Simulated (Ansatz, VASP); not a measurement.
# C: VASP beside Ansatz

```xyz
2
Lattice="0.0000 1.7657 1.7657 1.7657 0.0000 1.7657 1.7657 1.7657 0.0000" Properties=species:S:1:pos:R:3 pbc="T T T"
C     0.0000    0.0000    0.0000
C     0.8829    0.8829    0.8829
```

Alike in both runs: functional LDA; k mesh 12 × 12 × 12; occupations gaussian, width 0.02 eV; no spin polarisation.

Ansatz relaxed the structure, and its values are those at the end. VASP's run is a single point on that final structure, the one shown.

|  | VASP | Ansatz |
| --- | --- | --- |
| version | VASP 6.6.1 | Ansatz 0.2.0 |
| potentials or method | VASP PAW LDA potentials, release 64 (C_h), cutoff 1300 eV | scalar-relativistic, plane waves, PAW |
| valence electrons in the cell | 8 | 8 |

|  | VASP | Ansatz | Ansatz less VASP |
| --- | --- | --- | --- |
| gap on the k mesh at the Fermi level (eV) | 4.20 | 4.20 | +0.002 |
| least direct gap on the mesh (eV) | 5.63 | 5.62 | -0.004 |
| pressure (GPa) | 1.0 | 0.0 | -1.03 |

Ansatz warns that its potentials were made for another functional, while VASP's fit it. LDA's correlation is that of Perdew and Zunger in VASP and of Perdew and Wang (1992) in Ansatz.
